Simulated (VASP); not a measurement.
TiB2: relaxation of cell and atoms with PBE

TiB2:

```
Ti B
1.0
     3.02593    0.00000    0.00000
    -1.51296    2.62053    0.00000
     0.00000    0.00000    3.22877
Ti B
1 2
Cartesian
  0.0000 0.0000 0.0000
  0.0000 1.7470 1.6144
  1.5130 0.8735 1.6144
```

```yaml
Program: VASP 6.6.1
Task: relaxation of cell and atoms
Functional: PBE
Potentials_or_basis: VASP PAW PBE potentials, release 64 (Ti_sv, B)
Cutoff: 600 eV
k_mesh: 15 × 15 × 14
Occupations: gaussian, width 0.1 eV
Spin: no spin polarisation
Dipole_correction: no
Further_INCAR_settings: ALGO = Normal; EDIFF = 1e-07; IBRION = 2; EDIFFG = -0.002; NSW = 100; ISIF = 3
```

| Property | Result |
| --- | --- |
| Relaxed volume | 8.56 Å³/atom |
| Relaxed cell | a = 3.033 Å, b = 3.033 Å, c = 3.224 Å, α = 90.00°, β = 90.00°, γ = 120.00° |
| Space group after relaxing (to 0.1 Å) | P6/mmm (No. 191) |
| Energy gained by relaxing | 0.2 meV/atom |
| Ionic steps | 8 |
| Pressure after relaxing | 0.0 GPa |
| Band gap on the k mesh | zero (bands 9 and 10 overlap by 0.60 eV) |

Step by step:
```tsv
step	energy change (eV)	largest force (eV/Å)	pressure (GPa)	volume (Å³)
1	0.0000	0.0000	0.95	25.60
2	-0.0002	0.0000	-1.09	25.79
3	-0.0005	0.0000	-0.25	25.70
4	-0.0005	0.0000	-0.13	25.70
5	-0.0005	0.0000	-0.14	25.70
6	-0.0005	0.0000	0.03	25.68
7	-0.0005	0.0000	0.02	25.68
8	-0.0005	0.0000	0.00	25.68
```

Final structure:
```yaml
crystal:
  lattice:
    - [3.03275, 0.00000, 0.00000]
    - [-1.51638, 2.62644, 0.00000]
    - [0.00000, 0.00000, 3.22450]
  atoms:
    - { symbol: Ti, position: [0.00000, 0.00000, 0.00000] }
    - { symbol: B, position: [0.33333, 0.66667, 0.50000] }
    - { symbol: B, position: [0.66667, 0.33333, 0.50000] }
```

Levels at points of the mesh, in eV from the Fermi level:
| k point | band 6 | band 7 | band 8 | band 9 | band 10 | band 11 | band 12 | band 13 |
| --- | --- | --- | --- | --- | --- | --- | --- | --- |
| (0.00, 0.00, 0.00) | -2.64 | -2.64 | -2.33 | -2.13 | 1.86 | 1.86 | 3.63 | 3.63 |
| (0.00, 0.00, 0.50) | -7.63 | -0.59 | -0.59 | -0.22 | -0.22 | 0.41 | 0.41 | 1.63 |

Wall time 5.8 min on 1 thread of Intel Xeon 8259CL, with other jobs on the host, peak memory 0.23 GiB.
